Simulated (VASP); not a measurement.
# Al3C in VASP: notebook

Runs on Al3C. Level: r2SCAN. Tasks: single point.

Program: VASP 6.6.1. These are calculated values, not measurements. Logs are shortened: lines on timing, memory, paths and dates and some standing lists are left out, and cuts for length are marked.

## Step 1: The cell of the first run

The cell holds a slab with vacuum, 4 atoms: a = 2.823 Å, b = 2.823 Å, c = 19.601 Å, α = 90.00°, β = 90.00°, γ = 90.00°.

## Step 2: Single point, r2SCAN

File POSCAR:

```
Al3C
1.0
    2.8227735243      0.0000000000      0.0000000000
    0.0000000000      2.8227735243      0.0000000000
    0.0000000000      0.0000000000     19.6006972839
Al C
3 1
Direct
    0.5000000000      0.5000000000      0.2040743726
    0.0000000000      0.0000000000      0.3086652018
    0.5000000000      0.5000000000      0.4132861789
    0.5000000000      0.5000000000      0.5128799681
```

File INCAR.step1:

```
ALGO     = Normal         # electronic algorithm
DIPOL    = 0.5 0.5 0.360
EDIFF    = 1E-4           # SCF threshold, eV
ENCUT    = 520            # plane-wave cutoff, eV
GGA      = PE             # functional
IDIPOL   = 3            
ISMEAR   = 0              # smearing method
LASPH    = True           # aspherical terms in the spheres
LCHARG   = False          # write CHGCAR
LDIPOL   = True         
LREAL    = False          # projectors in reciprocal space
LWAVE    = True           # write WAVECAR
NBANDS   = 14             # bands
NELM     = 100            # most SCF steps
PREC     = Accurate       # precision mode
SIGMA    = 0.1            # smearing width, eV
```

File INCAR.step2:

```
ALGO     = Normal         # electronic algorithm
DIPOL    = 0.5 0.5 0.360
EDIFF    = 1E-7           # SCF threshold, eV
ENCUT    = 520            # plane-wave cutoff, eV
IDIPOL   = 3            
ISIF     = 2              # what is computed and relaxed
ISMEAR   = 0              # smearing method
ISTART   = 1            
LASPH    = True           # aspherical terms in the spheres
LCHARG   = False          # write CHGCAR
LDIPOL   = True         
LMIXTAU  = True         
LREAL    = False          # projectors in reciprocal space
LWAVE    = False          # write WAVECAR
METAGGA  = R2SCAN         # meta-GGA
NBANDS   = 14             # bands
NELM     = 100            # most SCF steps
PREC     = Accurate       # precision mode
SIGMA    = 0.1            # smearing width, eV
```

File KPOINTS:

```
k-points
0
Gamma
  9 9 1
```

Potentials or basis: VASP PAW PBE potentials, release 64 (Al, C).

Started as:

```sh
> cat potpaw_PBE.64/Al/POTCAR potpaw_PBE.64/C/POTCAR > POTCAR
> cp INCAR.step1 INCAR
> mpirun -np 1 vasp_std > vasp.out
> cp INCAR.step2 INCAR
> mpirun -np 1 vasp_std > vasp.out
```

OUTCAR:

```text
EDIFF = 1E-7
   ENCUT = 520
   ISIF = 2
   ISMEAR = 0
   ISTART = 1
   LASPH = True
   LREAL = False
   METAGGA = R2SCAN
   NELM = 100
   PREC = Accurate

 ion  position               nearest neighbor table
   1  0.500  0.500  0.204-   2 2.86   2 2.86   2 2.86   2 2.86
   2  0.000  0.000  0.309-   1 2.86   1 2.86   1 2.86   1 2.86   3 2.86   3 2.86   3 2.86   3 2.86

   3  0.500  0.500  0.413-   4 1.95   2 2.86   2 2.86   2 2.86   2 2.86
   4  0.500  0.500  0.513-   3 1.95

  LATTYP: Found a simple tetragonal cell.
 ALAT       =     2.8227735243
 C/A-ratio  =     6.9437725397

  Lattice vectors:

 A1 = (   2.8227735243,   0.0000000000,   0.0000000000)
 A2 = (   0.0000000000,   2.8227735243,   0.0000000000)
 A3 = (   0.0000000000,   0.0000000000,  19.6006972839)

Analysis of symmetry for initial positions (statically):
=====================================================================
 Subroutine PRICEL returns:
 Original cell was already a primitive cell.

 Routine SETGRP: Setting up the symmetry group for a
 simple tetragonal supercell.

 Subroutine GETGRP returns: Found  8 space group operations
 (whereof  8 operations were pure point group operations)
 out of a pool of 16 trial point group operations.

The static configuration has the point symmetry C_4v.

Analysis of symmetry for dynamics (positions and initial velocities):
=====================================================================
 Subroutine PRICEL returns:
 Original cell was already a primitive cell.

 Routine SETGRP: Setting up the symmetry group for a
 simple tetragonal supercell.

 Subroutine GETGRP returns: Found  8 space group operations
 (whereof  8 operations were pure point group operations)
 out of a pool of 16 trial point group operations.

The dynamic configuration has the point symmetry C_4v.

 Subroutine INISYM returns: Found  8 space group operations
 (whereof  8 operations are pure point group operations),
 and found     1 'primitive' translations

----------------------------------------------------------------------------------------

                                     Primitive cell

  volume of cell :     156.1793

  direct lattice vectors                    reciprocal lattice vectors
     2.822773524  0.000000000  0.000000000     0.354261506  0.000000000  0.000000000
     0.000000000  2.822773524  0.000000000     0.000000000  0.354261506  0.000000000
     0.000000000  0.000000000 19.600697284     0.000000000  0.000000000  0.051018593

  length of vectors
     2.822773524  2.822773524 19.600697284     0.354261506  0.354261506  0.051018593

  position of ions in fractional coordinates (direct lattice)
     0.500000000  0.500000000  0.204074373
     0.000000000  0.000000000  0.308665202
     0.500000000  0.500000000  0.413286179
     0.500000000  0.500000000  0.512879968

  ion indices of the primitive-cell ions
   primitive index   ion index
                 1           1
                 2           2
                 3           3
                 4           4

----------------------------------------------------------------------------------------

 KPOINTS: k-points

Automatic generation of k-mesh.
 Grid dimensions read from file:
 generate k-points for:    9    9    1

 Generating k-lattice:

  Cartesian coordinates                     Fractional coordinates (reciprocal lattice)
     0.039362390  0.000000000  0.000000000     0.111111111  0.000000000  0.000000000
     0.000000000  0.039362390  0.000000000     0.000000000  0.111111111  0.000000000
     0.000000000  0.000000000  0.051018593     0.000000000  0.000000000  1.000000000

  Length of vectors
     0.039362390  0.039362390  0.051018593

  Shift w.r.t. Gamma in fractional coordinates (k-lattice)
     0.000000000  0.000000000  0.000000000

 Subroutine IBZKPT returns following result:
 ===========================================

 Found     15 irreducible k-points:

 Following reciprocal coordinates:
            Coordinates               Weight
  0.000000  0.000000  0.000000      1.000000
  0.111111  0.000000  0.000000      4.000000
  0.222222  0.000000  0.000000      4.000000
  0.333333  0.000000  0.000000      4.000000
  0.444444  0.000000  0.000000      4.000000
  0.111111  0.111111  0.000000      4.000000
  0.222222  0.111111  0.000000      8.000000
  0.333333  0.111111  0.000000      8.000000
  0.444444  0.111111  0.000000      8.000000
  0.222222  0.222222  0.000000      4.000000
  0.333333  0.222222  0.000000      8.000000
  0.444444  0.222222  0.000000      8.000000
  0.333333  0.333333  0.000000      4.000000
  0.444444  0.333333  0.000000      8.000000
  0.444444  0.444444  0.000000      4.000000
   k-points           NKPTS =     15   k-points in BZ     NKDIM =     15   number of bands    NBANDS=     14
   number of dos      NEDOS =    301   number of ions     NIONS =      4
   total plane-waves  NPLWV =  86400
   dimension x,y,z NGX =    24 NGY =   24 NGZ =  150
   dimension x,y,z NGXF=    48 NGYF=   48 NGZF=  300
   ions per type =               3   1
   NGX,Y,Z   is equivalent  to a cutoff of  14.13, 14.13, 12.72 a.u.
   NGXF,Y,Z  is equivalent  to a cutoff of  28.27, 28.27, 25.44 a.u.
 SYSTEM =  unknown system
   PREC   = accura    normal or accurate (medium, high low for compatibility)
   ISTART =      1    job   : 0-new  1-cont  2-samecut
   ICHARG =      0    charge: 1-file 2-atom 10-const
   ISPIN  =      1    spin polarized calculation?
   LNONCOLLINEAR =      F non collinear calculations
   LSORBIT =      F    spin-orbit coupling
   LASPH  =      T    aspherical Exc in radial PAW
   ENCUT  =  520.0 eV  38.22 Ry    6.18 a.u.   5.25  5.25 36.44*2*pi/ulx,y,z
   NELM   =    100;   NELMIN=  2; NELMDL=  0     # of ELM steps
   EDIFF  = 0.1E-06   stopping-criterion for ELM
   LREAL  =      F    real-space projection
   EDIFFG = 0.1E-05   stopping-criterion for IOM
   NSW    =      0    number of steps for IOM
   IBRION =     -1    ionic relax: 0-MD 1-quasi-New 2-CG
   NFREE  =      0    steps in history (QN), initial steepest desc. (CG)
   ISIF   =      2    stress and relaxation
   ISYM   =      2    0-nonsym 1-usesym 2-fastsym
   POTIM  = 0.5000    time-step for ionic-motion
   TEBEG  =    0.0;   TEEND  =   0.0 temperature during run
   PSTRESS=    0.0 pullay stress
   NELECT =      13.0000    total number of electrons
   NUPDOWN=      -1.0000    fix difference up-down
   EMIN   =  10.00;   EMAX   =-10.00  energy-range for DOS
   EFERMI =   0.00;   METHOD = LEGACY
   ISMEAR =     0;   SIGMA  =   0.10  broadening in eV -4-tet -1-fermi 0-gaus
   EFERMI_NEDOS =   21; number of points for ismear=-14 and -15
   IALGO  =     38    algorithm
   IMIX   =      4    mixing-type and parameters
     AMIX     =   0.40;   BMIX     =  1.00
     AMIX_MAG =   1.60;   BMIX_MAG =  1.00
  volume/ion in A,a.u.               =      39.04       263.49
  Fermi-wavevector in a.u.,A,eV,Ry     =   0.714795  1.350766  6.951648  0.510932
  Thomas-Fermi vector in A             =   1.802788
   LORBIT       =      0    0 simple, 1 ext, 2 COOP (PROOUT), +10 PAW based schemes
   METAGGA = R2SCAN    functional components
   LHFCALC =     F    Hartree Fock is set to
   AEXX    =    0.0000 exact exchange contribution
   IVDW    =     0    specifies the selected vdW correction
   LEPSILON=     F    determine dielectric tensor
   LRPA    =     F    only Hartree local field effects (RPA)
 non-spin polarized calculation
 Gauss-broadening in eV      SIGMA  =   0.10
  energy-cutoff  :      520.00
  volume of cell :      156.18
 maximum number of plane-waves:      4249
 NGX is ok and might be reduce to    24
   NGX = 11   NGY = 11   NGZ = 73

 number of electron      13.0000000 magnetization

 dipolmoment           0.000000      0.000000      0.145174 electrons x Angstroem

 Free energy of the ion-electron system (eV)
  ---------------------------------------------------
  ext. energy  EPLUGINS =         0.00000000
  ---------------------------------------------------
  free energy    TOTEN  =       -23.92153199 eV

  energy without entropy =      -23.90914185  energy(sigma->0) =      -23.91533692

 E-fermi :  -0.9549     XC(G=0):  -5.0546

 val. band max:       -0.9951568164   @ k =   0.2222   0.1111   0.0000
 cond. band min:      -0.8822044763   @ k =   0.4444   0.3333   0.0000
 fundamental gap:      0.1129523401
 Fermi energy:        -0.9548762980

 k-point     1 :       0.0000    0.0000    0.0000
  band No.  band energies     occupation
      1     -12.6730      2.00000
      2     -11.7289      2.00000
      3      -9.2944      2.00000
      4      -5.6122      2.00000
      5      -3.0293      2.00000
      6       0.0591      0.00000
      7       1.9518      0.00000
      8       1.9518      0.00000
      9       3.0444      0.00000
     10       4.6132      0.00000
     11       5.3734      0.00000
     12       6.0773      0.00000
     13       6.0773      0.00000
     14       6.2819      0.00000

 k-point     2 :       0.1111    0.0000    0.0000
  band No.  band energies     occupation
      1     -12.4770      2.00000
      2     -11.5224      2.00000
      3      -9.0710      2.00000
      4      -5.3917      2.00000
      5      -2.8574      2.00000
      6       0.0911      0.00000
      7       1.2371      0.00000
      8       2.0186      0.00000
      9       2.6128      0.00000
     10       3.2857      0.00000
     11       4.7346      0.00000
     12       5.0423      0.00000
     13       6.2837      0.00000
     14       6.5157      0.00000
[... 190 lines left out ...]
      1      -9.5281      2.00000
      2      -6.2006      2.00000
      3      -4.2636      2.00000
      4      -3.9003      2.00000
      5      -2.5135      2.00000
      6      -1.5542      2.00000
      7      -1.0965      1.95478
      8      -0.8822      0.30407
      9       0.2889      0.00000
     10       0.9171      0.00000
     11       2.0717      0.00000
     12       2.5116      0.00000
     13       2.8406      0.00000
     14       4.3173      0.00000

 k-point    15 :       0.4444    0.4444    0.0000
  band No.  band energies     occupation
      1      -9.0977      2.00000
      2      -4.6782      2.00000
      3      -3.3644      2.00000
      4      -2.7287      2.00000
      5      -2.1545      2.00000
      6      -1.7539      2.00000
      7      -1.3274      2.00000
      8      -0.6888      0.00017
      9      -0.4400      0.00000
     10      -0.1006      0.00000
     11       0.8980      0.00000
     12       2.0553      0.00000
     13       2.5101      0.00000
     14       2.9758      0.00000

------------------------ aborting loop because EDIFF is reached ----------------------------------------

 vacuum level on the upper side and lower side of the slab       (xc-potential included)         1.601        -1.633

  FORCE on cell =-STRESS in cart. coord.  units (eV):
  Direction    XX          YY          ZZ          XY          YZ          ZX
  --------------------------------------------------------------------------------------
  -------------------------------------------------------------------------------------
  Total       -3.2593967     -3.2593967     -0.2738474      0.0000000      0.0000000      0.0000000
  in kB      -33.4367618    -33.4367618     -2.8092835      0.0000000      0.0000000      0.0000000
  external PRESSURE =     -23.2276024 kB  Pullay stress =       0.0000000 kB

 VOLUME and BASIS-vectors are now :
 -----------------------------------------------------------------------------
  energy-cutoff  :      520.00
  volume of cell :      156.18
      direct lattice vectors                 reciprocal lattice vectors
     2.822773524  0.000000000  0.000000000     0.354261506  0.000000000  0.000000000
     0.000000000  2.822773524  0.000000000     0.000000000  0.354261506  0.000000000
     0.000000000  0.000000000 19.600697284     0.000000000  0.000000000  0.051018593

 POSITION                                       TOTAL-FORCE (eV/Angst)
 -----------------------------------------------------------------------------------
      1.41139      1.41139      4.00000        -0.000000      0.000000      0.042395
      0.00000      0.00000      6.05005         0.000000      0.000000      0.061540
      1.41139      1.41139      8.10070        -0.000000     -0.000000     -0.121597
      1.41139      1.41139     10.05280        -0.000000      0.000000      0.017662
 -----------------------------------------------------------------------------------
    total drift:                               -0.000000     -0.000000      0.009225

  FREE ENERGIE OF THE ION-ELECTRON SYSTEM (eV)
  ---------------------------------------------------
  free  energy   TOTEN  =       -23.9215319864 eV

  energy  without entropy=      -23.9091418467  energy(sigma->0) =      -23.91533692

 vacuum level on the upper side and lower side of the slab         6.629         3.308
```

It took 1.7 min on 1 thread of Intel Xeon 6975P-C (Granite Rapids), shared host; peak memory 0.31 GiB.

Results:

* Free energy: -23.9215 eV
* Largest force: 0.122 eV/Å

Forces in eV/Å, atoms in the order of the input:
```
Al   0.000  0.000  0.042
Al   0.000  0.000  0.062
Al   0.000  0.000 -0.122
C    0.000  0.000  0.018
```

Levels at points of the mesh, in eV from the Fermi level:
```csv
k point,band 4,band 5,band 6,band 7,band 8,band 9,band 10,band 11
"(0.00, 0.00, 0.00)",-4.66,-2.07,1.01,2.91,2.91,4.00,5.57,6.33
```

Caveat: the PAW data sets were made with another functional, which shifts forces and pressure a little.

## Step 3: Single point, r2SCAN

POSCAR: that of step 2 with these lines changed.

```diff
@@ -11,2 +11,2 @@
     0.5000000000      0.5000000000      0.4132861789
-    0.5000000000      0.5000000000      0.5128799681
+    1.0000000000      1.0000000000      0.4096212144
```

File INCAR.step1:

```
ALGO = Normal
DIPOL = 0.5 0.5 0.334
EDIFF = 1E-4
ENCUT = 520
GGA = PE
IDIPOL = 3
ISMEAR = 0
LASPH = T
LCHARG = F
LDIPOL = T
LREAL = F
LWAVE = T
NBANDS = 14
NELM = 100
PREC = Accurate
SIGMA = 0.1
```

File INCAR.step2:

```
ALGO = Normal
DIPOL = 0.5 0.5 0.334
EDIFF = 1E-6
ENCUT = 520
IDIPOL = 3
ISIF = 2
ISMEAR = 0
ISTART = 1
LASPH = T
LCHARG = T
LDIPOL = T
LELF = T
LMIXTAU = T
LREAL = F
LVACPOTAV = T
LVHAR = T
LWAVE = F
METAGGA = R2SCAN
NBANDS = 14
NELM = 100
PREC = Accurate
SIGMA = 0.1
```

KPOINTS is that of step 2.

Potentials or basis: VASP PAW PBE potentials, release 64 (Al, C).

Started as:

```sh
> cat potpaw_PBE.64/Al/POTCAR potpaw_PBE.64/C/POTCAR > POTCAR
> cp INCAR.step1 INCAR
> mpirun -np 1 vasp_std > vasp.out
> cp INCAR.step2 INCAR
> mpirun -np 1 vasp_std > vasp.out
```

Run time: 89 s. Hardware: 1 thread of Intel Xeon 6975P-C (Granite Rapids), shared host; peak memory 0.3 GiB.

The run converged. Its results:

- Free energy: -28.5068 eV
- Largest force: 0.873 eV/Å

Forces in eV/Å, atoms in the order of the input:
```
Al   0.000  0.000  0.573
Al   0.000  0.000 -0.873
Al   0.000  0.000  0.290
C    0.000  0.000  0.011
```

Levels at points of the mesh, in eV from the Fermi level:
```
           k point  band 3  band 4  band 5  band 6  band 7  band 8  band 9  band 10
(0.00, 0.00, 0.00)   -6.89   -3.72   -0.50   -0.50    0.49    2.87    3.69     4.69
```

Caveat: the PAW data sets were made with another functional, which shifts forces and pressure a little.
